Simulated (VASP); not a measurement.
# Hg (R-3m) in VASP: single point with LDA

Aim: the single point of Hg with LDA.

Everything below comes from runs of VASP 6.6.1. Logs are shortened: lines on timing, memory, paths and dates and some standing lists are left out, and cuts for length are marked.

## (1) The cell of the first run

The structure is trigonal, space group R-3m (No. 166). Conventional cell: a = 3.533 Å, b = 3.533 Å, c = 6.326 Å, α = 90.00°, β = 90.00°, γ = 120.00°. Hg (site symmetry -3m) has 12 Hg at 2.93 to 3.53 Å within 3.9 Å.

## (2) Single point, LDA

POSCAR reads:

```
Hg
1.0
    1.7667272781      1.0200204696      2.1087792381
   -1.7667272781      1.0200204696      2.1087792381
    0.0000000000     -2.0400409392      2.1087792381
Hg
1
Direct
    0.0000000000      0.0000000000      0.0000000000
```

INCAR.step1 reads:

```
ALGO = Normal
EDIFF = 1E-6
ENCUT = 410
GGA_COMPAT = False
ISIF = 2
ISMEAR = 0
LASPH = True
LCHARG = True
LORBIT = 11
LREAL = False
LWAVE = False
NBANDS = 16
NEDOS = 2001
NELM = 120
PREC = Accurate
SIGMA = 0.05
```

KPOINTS.step1 reads:

```
k-points
0
Gamma
  16 16 16
```

INCAR.step2 reads:

```
ALGO = Normal
EDIFF = 1E-6
ENCUT = 410
GGA_COMPAT = False
ICHARG = 11
ISIF = 2
ISMEAR = -5
LASPH = True
LCHARG = False
LORBIT = 10
LREAL = False
LWAVE = False
NBANDS = 16
NEDOS = 1001
NELM = 120
PREC = Accurate
SIGMA = 0.05
```

KPOINTS.step2 reads:

```
k-points
0
Gamma
  24 24 24
```

Potentials or basis: VASP PAW LDA potentials, release 64 (Hg_sv_GW).

Run with:

```console
$ cat potpaw_LDA.64/Hg_sv_GW/POTCAR > POTCAR
$ cp INCAR.step1 INCAR
$ cp KPOINTS.step1 KPOINTS
$ mpirun -np 1 vasp_std > vasp.out
$ cp INCAR.step2 INCAR
$ cp KPOINTS.step2 KPOINTS
$ mpirun -np 1 vasp_std > vasp.out
```

OUTCAR:

```text
EDIFF = 1E-6
   ENCUT = 410
   ICHARG = 11
   ISIF = 2
   ISMEAR = -5
   LASPH = True
   LORBIT = 10
   LREAL = False
   NELM = 120
   PREC = Accurate

 ion  position               nearest neighbor table
   1  0.000  0.000  0.000-

  LATTYP: Found a trigonal (rhomboedric) cell.
 ALAT       =     2.9340615039
 COS(alpha) =     0.2748454135

  Lattice vectors:

 A1 = (   1.7667272781,   1.0200204696,   2.1087792381)
 A2 = (  -1.7667272781,   1.0200204696,   2.1087792381)
 A3 = (   0.0000000000,  -2.0400409392,   2.1087792381)

Analysis of symmetry for initial positions (statically):
=====================================================================
 Subroutine PRICEL returns:
 Original cell was already a primitive cell.

 Routine SETGRP: Setting up the symmetry group for a
 trigonal (rhombohedral) supercell.

 Subroutine GETGRP returns: Found 12 space group operations
 (whereof 12 operations were pure point group operations)
 out of a pool of 12 trial point group operations.

The static configuration has the point symmetry D_3d.

Analysis of symmetry for dynamics (positions and initial velocities):
=====================================================================
 Subroutine PRICEL returns:
 Original cell was already a primitive cell.

 Routine SETGRP: Setting up the symmetry group for a
 trigonal (rhombohedral) supercell.

 Subroutine GETGRP returns: Found 12 space group operations
 (whereof 12 operations were pure point group operations)
 out of a pool of 12 trial point group operations.

The dynamic configuration has the point symmetry D_3d.

 Subroutine INISYM returns: Found 12 space group operations
 (whereof 12 operations are pure point group operations),
 and found     1 'primitive' translations

----------------------------------------------------------------------------------------

                                     Primitive cell

  volume of cell :      22.8014

  direct lattice vectors                    reciprocal lattice vectors
     1.766727278  1.020020470  2.108779238     0.283009158  0.163395414  0.158069336
    -1.766727278  1.020020470  2.108779238    -0.283009158  0.163395414  0.158069336
     0.000000000 -2.040040939  2.108779238     0.000000000 -0.326790828  0.158069336

  length of vectors
     2.934061504  2.934061504  2.934061504     0.363012617  0.363012617  0.363012617

  position of ions in fractional coordinates (direct lattice)
     0.000000000  0.000000000  0.000000000

  ion indices of the primitive-cell ions
   primitive index   ion index
                 1           1
[... 72 lines left out ...]
   ENCUT  =  410.0 eV  30.13 Ry    5.49 a.u.   4.84  4.84  4.84*2*pi/ulx,y,z
   NELM   =    120;   NELMIN=  2; NELMDL=  0     # of ELM steps
   EDIFF  = 0.1E-05   stopping-criterion for ELM
   LREAL  =      F    real-space projection
   EDIFFG = 0.1E-04   stopping-criterion for IOM
   NSW    =      0    number of steps for IOM
   IBRION =     -1    ionic relax: 0-MD 1-quasi-New 2-CG
   NFREE  =      0    steps in history (QN), initial steepest desc. (CG)
   ISIF   =      2    stress and relaxation
   ISYM   =      2    0-nonsym 1-usesym 2-fastsym
   POTIM  = 0.5000    time-step for ionic-motion
   TEBEG  =    0.0;   TEEND  =   0.0 temperature during run
   PSTRESS=    0.0 pullay stress
   NELECT =      20.0000    total number of electrons
   NUPDOWN=      -1.0000    fix difference up-down
   EMIN   =  10.00;   EMAX   =-10.00  energy-range for DOS
   EFERMI =   0.00;   METHOD = LEGACY
   ISMEAR =    -5;   SIGMA  =   0.05  broadening in eV -4-tet -1-fermi 0-gaus
   EFERMI_NEDOS =   21; number of points for ismear=-14 and -15
   IALGO  =     38    algorithm
   IMIX   =      4    mixing-type and parameters
     AMIX     =   0.40;   BMIX     =  1.00
     AMIX_MAG =   1.60;   BMIX_MAG =  1.00
  volume/ion in A,a.u.               =      22.80       153.87
  Fermi-wavevector in a.u.,A,eV,Ry     =   1.567104  2.961398 33.413404  2.455816
  Thomas-Fermi vector in A             =   2.669334
   LORBIT       =     10    0 simple, 1 ext, 2 COOP (PROOUT), +10 PAW based schemes
   GGA     = CA    functional components
   LHFCALC =     F    Hartree Fock is set to
   AEXX    =    0.0000 exact exchange contribution
   IVDW    =     0    specifies the selected vdW correction
   LEPSILON=     F    determine dielectric tensor
   LRPA    =     F    only Hartree local field effects (RPA)
 non-spin polarized calculation
 Fermi weights with tetrahedron method with Bloechl corrections
  energy-cutoff  :      410.00
  volume of cell :       22.80
 maximum number of plane-waves:       441

 number of electron      19.9999995 magnetization

 Free energy of the ion-electron system (eV)
  ---------------------------------------------------
  ext. energy  EPLUGINS =         0.00000000
  ---------------------------------------------------
  free energy    TOTEN  =        -0.96502825 eV

  energy without entropy =       -0.96502825  energy(sigma->0) =       -0.96502825

 E-fermi :   6.1587     XC(G=0): -11.8792

 val. band max:        6.2876599387   @ k =  -0.4583   0.5000   0.0833
 cond. band min:       6.0802585417   @ k =  -0.4583   0.2083   0.1667
 fundamental gap:     -0.2074013970
 Fermi energy:         6.1586982034

 k-point     1 :       0.0000    0.0000    0.0000
  band No.  band energies     occupation
      1    -108.4827      2.00000
      2     -57.0829      2.00000
      3     -57.0753      2.00000
      4     -57.0753      2.00000
      5      -3.4164      2.00000
      6      -1.9814      2.00000
[... 433 lines left out ...]
      3     -57.0770      2.00000
      4     -57.0720      2.00000
      5      -2.3459      2.00000
      6      -1.9282      2.00000
[... 8 lines left out ...]
     15      24.0119      0.00000
     16      25.0147      0.00000

 [... further k-points ...]
[... 5 lines left out ...]
  --------------------------------------------------------------------------------------
  -------------------------------------------------------------------------------------
  Total       -0.3502788     -0.3502788     -0.3431037      0.0000000      0.0000000     -0.0000000
  in kB      -24.6129465    -24.6129465    -24.1087778      0.0000000      0.0000000     -0.0000000
  external PRESSURE =     -24.4448903 kB  Pullay stress =       0.0000000 kB

 VOLUME and BASIS-vectors are now :
 -----------------------------------------------------------------------------
  energy-cutoff  :      410.00
  volume of cell :       22.80
      direct lattice vectors                 reciprocal lattice vectors
     1.766727278  1.020020470  2.108779238     0.283009158  0.163395414  0.158069336
    -1.766727278  1.020020470  2.108779238    -0.283009158  0.163395414  0.158069336
     0.000000000 -2.040040939  2.108779238     0.000000000 -0.326790828  0.158069336

 POSITION                                       TOTAL-FORCE (eV/Angst)
 -----------------------------------------------------------------------------------
      0.00000      0.00000      0.00000        -0.000000      0.000000      0.000000
 -----------------------------------------------------------------------------------
    total drift:                                0.000000     -0.000000      0.000000

  FREE ENERGIE OF THE ION-ELECTRON SYSTEM (eV)
  ---------------------------------------------------
  free  energy   TOTEN  =        -0.9650282481 eV

  energy  without entropy=       -0.9650282481  energy(sigma->0) =       -0.96502825

 total charge

# of ion       s       p       d       f       tot
--------------------------------------------------
    1        2.637   6.371   8.859   0.008  17.875
```

OSZICAR.step1:

```text
N       E                     dE             d eps       ncg     rms          rms(c)
DAV:   1     0.245931547354E+03    0.24593E+03   -0.11230E+04 14232   0.142E+03
DAV:   2     0.126178079844E+02   -0.23331E+03   -0.21846E+03 13536   0.559E+02
DAV:   3    -0.623655225821E+00   -0.13241E+02   -0.13190E+02 19304   0.123E+02
DAV:   4    -0.102470276846E+01   -0.40105E+00   -0.40101E+00 14856   0.246E+01
DAV:   5    -0.104121938371E+01   -0.16517E-01   -0.16516E-01 19872   0.448E+00    0.273E+01
DAV:   6    -0.976398288529E+00    0.64821E-01   -0.12870E-01 20624   0.634E+00    0.159E+01
DAV:   7    -0.968865248212E+00    0.75330E-02   -0.20103E-02 21976   0.166E+00    0.126E+00
DAV:   8    -0.968216144746E+00    0.64910E-03   -0.28046E-03 19600   0.115E+00    0.867E-02
DAV:   9    -0.968200750485E+00    0.15394E-04   -0.76917E-05 16656   0.113E-01    0.140E-02
DAV:  10    -0.968200111378E+00    0.63911E-06   -0.47847E-06 17160   0.511E-02
   1 F= -.96820011E+00 E0= -.96807807E+00  d E =-.244084E-03
```

Run time: 1.7 min. Hardware: 1 thread of Intel Xeon 6975P-C (Granite Rapids), shared host; peak memory 0.49 GiB.

What came out:

```yaml
Valence_electrons_inside_the_program's_atomic_spheres: Hg 17.88
```

Caveat: spin-orbit coupling is left out, which moves the levels of the heavy elements.
